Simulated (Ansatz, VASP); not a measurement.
Two plane-wave programs on Ti

INCAR

```
  PREC = Accurate
  ENCUT = 520
  EDIFF = 1E-7
  ISMEAR = 0
  SIGMA = 0.15
  LREAL = F
  LASPH = T
  NELM = 100
  ALGO = Fast
  ISIF = 2
  LWAVE = F
  LCHARG = F
  GGA = PE
  NBANDS = 19
```

The input KPOINTS:

```
Automatic mesh
0
Gamma
  18 18 10
```

File POSCAR:

```
Ti
1.0
    2.9499978604      0.0000000000      0.0000000000
   -1.4749989302      2.5547730882      0.0000000000
    0.0000000000      0.0000000000      4.5454200000
Ti
2
Direct
    0.3333333333      0.6666666667      0.2500000000
    0.6666666667      0.3333333333      0.7500000000
```

Input for Ansatz:

```yaml
crystal:
  lattice:
    - [2.9499978604, 0.0, 0.0]
    - [-1.4749989302, 2.5547730882, 0.0]
    - [0.0, 0.0, 4.54542]
  atoms:
    - { symbol: Ti, position: [0.3333333333, 0.6666666667, 0.25] }
    - { symbol: Ti, position: [0.6666666667, 0.3333333333, 0.75] }
basis:
  ecutwfc: 420
kpoints:
  mp_grid: { grid: [18, 18, 10] }
hamiltonian:
  xc: pbe
scf:
  occupations: { method: gaussian, width: 0.15 }
output:
  forces: true
  stress: true
  eigenvalues: true
```

Change from the starting cell: strain +0.000 along x and y, -0.030 along z, atoms carried along.

Alike in both runs: task single point; functional PBE; k mesh 18 × 18 × 10; occupations gaussian, width 0.15 eV; no spin polarisation.

|  | VASP | Ansatz |
| --- | --- | --- |
| version | VASP 6.6.1 | Ansatz 0.2.0 |
| potentials or method | VASP PAW PBE potentials, release 64 (Ti_sv), cutoff 520 eV | scalar-relativistic, plane waves, PAW |
| valence electrons in the cell | 24 | 24 |

|  | VASP | Ansatz | Ansatz less VASP |
| --- | --- | --- | --- |
| gap on the k mesh at the Fermi level (eV) | none | none | - |
| pressure (GPa) | 1.5 | 1.8 | +0.37 |
| traceless stress, the component that is largest in VASP (GPa) | 2.06 | 2.07 | +0.010 |

A gap of «none» marks a metal or a gap that the smearing closes. With one functional, cell and mesh, what is left measures potentials, basis and numerics.
